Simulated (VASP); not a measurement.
Input of a VASP 6.6.1 run:

File INCAR:

```
PREC = Accurate
ENCUT = 500
EDIFF = 1E-6
ISMEAR = 1
SIGMA = 0.2
LREAL = False
LASPH = True
NELM = 120
ALGO = Normal
ISIF = 2
LWAVE = False
LCHARG = False
GGA = PS
NBANDS = 16
GGA_COMPAT = False
```

File KPOINTS:

```
regular mesh
0
Gamma
  6 6 6
```

Contents of POSCAR:

```
GaP
1.0
    0.0000000000      2.5585353464      2.5585353464
    2.5585353464      0.0000000000      2.5585353464
    2.5585353464      2.5585353464      0.0000000000
Ga P
1 1
Direct
    0.0000000000      0.0000000000      0.0000000000
    0.5000000000      0.5000000000      0.5000000000
```

Potentials or basis: VASP PAW PBE potentials, release 64 (Ga_d, P).

The run is started by

```console
$ cat potpaw_PBE.64/Ga_d/POTCAR potpaw_PBE.64/P/POTCAR > POTCAR
$ mpirun -np 1 vasp_std > vasp.out
```

Question: Predict the pressure.

Answer: -1.6 GPa.

Question: Estimate the band gap on the k mesh.

Answer: Zero (band 9 reaches 7.19 eV, above the bottom of band 10 at 3.85 eV).

Caveat: the PAW data sets were made with another functional, which shifts forces and pressure a little.
